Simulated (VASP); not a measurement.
Runs of VASP 6.6.1 on MoS2. The structure is that of space group P-3m1 (No. 164), or close to it. The cells are those of the table. 

| cell | gap on the mesh (eV) | pressure (GPa) | largest force (eV/Å) |
| --- | --- | --- | --- |
| a = 3.199, b = 3.199, c = 6.256 Å, angles 90.0, 90.0, 120.0°, 3 atoms | none | 0.3 | 0.47 |
| a = 3.311, b = 3.311, c = 6.477 Å, angles 90.0, 90.0, 120.0°, 3 atoms | none | -11.5 | 1.07 |
| a = 3.284, b = 3.284, c = 6.423 Å, angles 90.0, 90.0, 120.0°, 3 atoms | none | -9.2 | 0.74 |
| a = 3.256, b = 3.256, c = 6.368 Å, angles 90.0, 90.0, 120.0°, 3 atoms | none | (b) | 0.38 |
| a = 3.169, b = 3.169, c = 6.198 Å, angles 90.0, 90.0, 120.0°, 3 atoms | none | 4.5 | (a) |
| a = 3.139, b = 3.139, c = 6.139 Å, angles 90.0, 90.0, 120.0°, 3 atoms | none | 9.4 | 1.50 |
| a = 3.227, b = 3.227, c = 6.312 Å, angles 90.0, 90.0, 120.0°, 3 atoms | none | -3.4 | 0.02 |

Alike in all rows: task single point; level PBEsol; potentials or basis VASP PAW PBE potentials, release 64 (Mo_sv, S); no spin polarisation; k mesh 10 × 10 × 5; cutoff (eV) 520; smearing methfessel-paxton 0.1 eV.

Estimate the missing entries.

(a) 0.96; (b) -6.5.

Caveats: the PAW data sets were made with another functional, which shifts forces and pressure a little; this functional lacks dispersion, which binds the layers, so the pressure and a relaxed spacing across them are unreliable.

A k mesh can miss the band edges, and the runs leave out spin-orbit coupling on Mo.

A gap of «none» marks levels without a gap at the run's occupations.
